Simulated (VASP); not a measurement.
A run of VASP 6.6.1 is set up as follows.

INCAR

```
SYSTEM = C
ALGO = Normal ; EDIFF = 1E-6
ENCUT = 520 ; GGA = PE
ISIF = 2 ; ISMEAR = 0
LASPH = .TRUE. ; LCHARG = .FALSE.
LREAL = .FALSE. ; LWAVE = .FALSE.
NBANDS = 21 ; NELM = 100
PREC = Accurate ; SIGMA = 0.1
```

File KPOINTS:

```
k-points
0
G
  12 12 2
  0 0 0
```

Contents of POSCAR:

```
C
1.0
    1.2332811000     -2.1360482000      0.0000000000
    1.2332811000      2.1360482000      0.0000000000
    0.0000000000      0.0000000000     12.9376230000
C
6
Direct
    0.1666670000      0.8333330000      0.6699230000
    0.8333330000      0.1666670000      0.6699230000
    0.8333330000      0.1666670000      0.3300770000
    0.1666670000      0.8333330000      0.3300770000
    0.3333340000      0.6666660000      0.0000000000
    0.6666660000      0.3333340000      0.0000000000
```

Potentials or basis: VASP PAW PBE potentials, release 64 (C).

Run with:

```console
$ cat potpaw_PBE.64/C/POTCAR > POTCAR
$ mpirun -np 1 vasp_std > vasp.out
```

Predict the pressure.

0.4 GPa.

Estimate the band gap on the k mesh.

zero (bands 12 and 13 overlap by 0.03 eV).

Stress tensor (GPa, compression positive):
```
 0.60  0.00  0.00
 0.00  0.59  0.00
 0.00  0.00 -0.06
```

Caveat: this functional lacks dispersion, which binds the layers, so the pressure and a relaxed spacing across them are unreliable.
